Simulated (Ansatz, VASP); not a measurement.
# One calculation of MgO, two programs

```
CELL_PARAMETERS angstrom
0.00000 2.19803 2.10217
2.19803 0.00000 2.10217
2.19803 2.19803 0.00000
ATOMIC_POSITIONS crystal
Mg 0.00000 0.00000 0.00000
O 0.50000 0.50000 0.50000
```

Change from the starting cell: biaxial_xy strain +4.6%.

Alike in both runs: task single point; functional HSE06; k mesh 8 × 8 × 8; no spin polarisation.

|  | VASP | Ansatz |
| --- | --- | --- |
| version | VASP 6.6.1 | Ansatz 0.2.0 |
| potentials or method | VASP PAW PBE potentials, release 64 (Mg, O) | plane waves, PAW |
| plane-wave cutoff (eV) | 520 | 420 |
| occupations | gaussian, width 0.01 eV | fixed |
| valence electrons in the cell | 8 | 16 |

VASP gave:

* gap on the k mesh at the Fermi level (eV): 5.53
* pressure (GPa): -12.5
* traceless stress, the component that is largest in VASP (GPa): 3.78

**Question.** Which values does Ansatz return?

**Answer.** gap on the k mesh at the Fermi level (eV): 5.58; pressure (GPa): -12.1; traceless stress, the component that is largest in VASP (GPa): 3.73.

VASP's potentials hold 8 valence electrons a cell and Ansatz's 16, so a difference there can come from the potentials and not from the codes. Ansatz's warnings: stress exchange threshold loose, stress scf threshold loose.
